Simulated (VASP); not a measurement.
Input of a VASP 6.6.1 run:

The input INCAR:

```
PREC     = Accurate       # precision mode
ENCUT    = 520            # plane-wave cutoff, eV
EDIFF    = 1E-7           # SCF threshold, eV
ISMEAR   = -1             # smearing method
SIGMA    = 0.1            # smearing width, eV
LREAL    = F              # projectors in reciprocal space
LASPH    = T              # aspherical terms in the spheres
NELM     = 60             # most SCF steps
ALGO     = Normal         # electronic algorithm
ISIF     = 2              # what is computed and relaxed
LWAVE    = F              # write WAVECAR
LCHARG   = T              # write CHGCAR
GGA      = PS             # functional
LELF     = T              # ELF
LVHAR    = T            
NBANDS   = 13             # bands
```

File KPOINTS:

```
Automatic mesh
0
Gamma
  11 11 11
```

Contents of POSCAR:

```
Sn
1.0
   -1.9103089746      1.9103089746      1.9103089746
    1.9103089746     -1.9103089746      1.9103089746
    1.9103089746      1.9103089746     -1.9103089746
Sn
1
Direct
    0.0000000000      0.0000000000      0.0000000000
```

Potentials or basis: VASP PAW PBE potentials, release 64 (Sn_d).

Launch:

```console
$ cat potpaw_PBE.64/Sn_d/POTCAR > POTCAR
$ mpirun -np 1 vasp_std > vasp.out
```

Task: Estimate the band gap on the k mesh.

Result: Zero (band 7 reaches 15.34 eV, above the bottom of band 8 at 5.32 eV).

Task: What does it give for the pressure?

Result: -2.9 GPa.

Caveat: the PAW data sets were made with another functional, which shifts forces and pressure a little; spin-orbit coupling is left out, which moves the levels of the heavy elements.
